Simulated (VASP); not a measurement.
Input of a VASP 6.6.1 run:

The input INCAR:

```
  PREC = Accurate
  ENCUT = 520
  EDIFF = 1E-6
  ISMEAR = 0
  SIGMA = 0.05
  LREAL = False
  LASPH = True
  NELM = 150
  ALGO = Normal
  ISIF = 2
  LWAVE = False
  LCHARG = True
  ISPIN = 2
  MAGMOM = 0.05 0
  LORBIT = 11
  LMAXMIX = 6
  GGA = PS
  LELF = True
  LVHAR = True
  NBANDS = 25
```

Contents of KPOINTS:

```
Automatic mesh
0
Gamma
  10 10 10
```

File POSCAR:

```
YbC
1.0
    2.9663050664      0.0000000000      0.0000000000
    0.0000000000      2.9663050664      0.0000000000
    0.0000000000      0.0000000000      2.9663050664
Yb C
1 1
Direct
    0.0000000000      0.0000000000      0.0000000000
    0.5000000000      0.5000000000      0.5000000000
```

Potentials or basis: VASP PAW PBE potentials, release 64 (Yb, C).

The run is started by

```bash
$ cat potpaw_PBE.64/Yb/POTCAR potpaw_PBE.64/C/POTCAR > POTCAR
$ mpirun -np 1 vasp_std > vasp.out
```

(1) Estimate the band gap on the k mesh.

(2) Estimate the pressure.

Answers

(1) zero (filled and empty bands overlap).

(2) 2.9 GPa.

Caveat: the PAW data sets were made with another functional, which shifts forces and pressure a little; spin-orbit coupling is left out, which moves the levels of the heavy elements.
